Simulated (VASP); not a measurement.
Write the native input for VASP 6.6.1 that does the following.

```yaml
Task: single point
Functional: LDA
Potentials_or_basis: VASP PAW LDA potentials, release 64 (Cd)
Cutoff: 520 eV
k_mesh: 10 × 10 × 10
Occupations: fermi-dirac, width 0.05 eV
Spin: no spin polarisation
Dipole_correction: no
k_mesh_for_the_DOS: 15 × 15 × 15
Occupations_for_the_DOS: tetrahedron
Further_INCAR_settings: ALGO = Normal; EDIFF = 1e-06; NBANDS = 12
```

The system is Cd.

```xyz
1
Lattice="1.6080 0.9284 2.4493 -1.6080 0.9284 2.4493 0.0000 -1.8568 2.4493" Properties=species:S:1:pos:R:3 pbc="T T T"
Cd    0.0000    0.0000    0.0000
```

These files were run (other wordings do the same):

POSCAR

```
Cd
1.0
    1.6080291500      0.9283960600      2.4492874100
   -1.6080291500      0.9283960600      2.4492874100
    0.0000000000     -1.8567921300      2.4492874100
Cd
1
Direct
    0.0000000000      0.0000000000      0.0000000000
```

INCAR.step1

```
ALGO = Normal ; EDIFF = 1E-6
ENCUT = 520 ; ISIF = 2
ISMEAR = -1 ; LASPH = T
LCHARG = T ; LREAL = F
LWAVE = F ; NBANDS = 12
NELM = 100 ; PREC = Accurate
SIGMA = 0.05
```

KPOINTS.step1

```
k-points
0
Gamma
  10 10 10
```

INCAR.step2

```
ALGO = Normal ; EDIFF = 1E-6
ENCUT = 520 ; ICHARG = 11
ISIF = 2 ; ISMEAR = -5
LASPH = T ; LCHARG = F
LORBIT = 10 ; LREAL = F
LWAVE = F ; NBANDS = 12
NEDOS = 2001 ; NELM = 100
PREC = Accurate ; SIGMA = 0.05
```

KPOINTS.step2

```
k-points
0
Gamma
  15 15 15
```

Potentials or basis: VASP PAW LDA potentials, release 64 (Cd).

The run is started by

```sh
$ cat potpaw_LDA.64/Cd/POTCAR > POTCAR
$ cp INCAR.step1 INCAR
$ cp KPOINTS.step1 KPOINTS
$ mpirun -np 1 vasp_std > vasp.out
$ cp INCAR.step2 INCAR
$ cp KPOINTS.step2 KPOINTS
$ mpirun -np 1 vasp_std > vasp.out
```

It gave:

```
Valence electrons inside the program's atomic spheres : Cd 10.31
```

Wall time 56 s on 1 thread of Intel Xeon 8259CL, with other jobs on the host, peak memory 0.2 GiB.
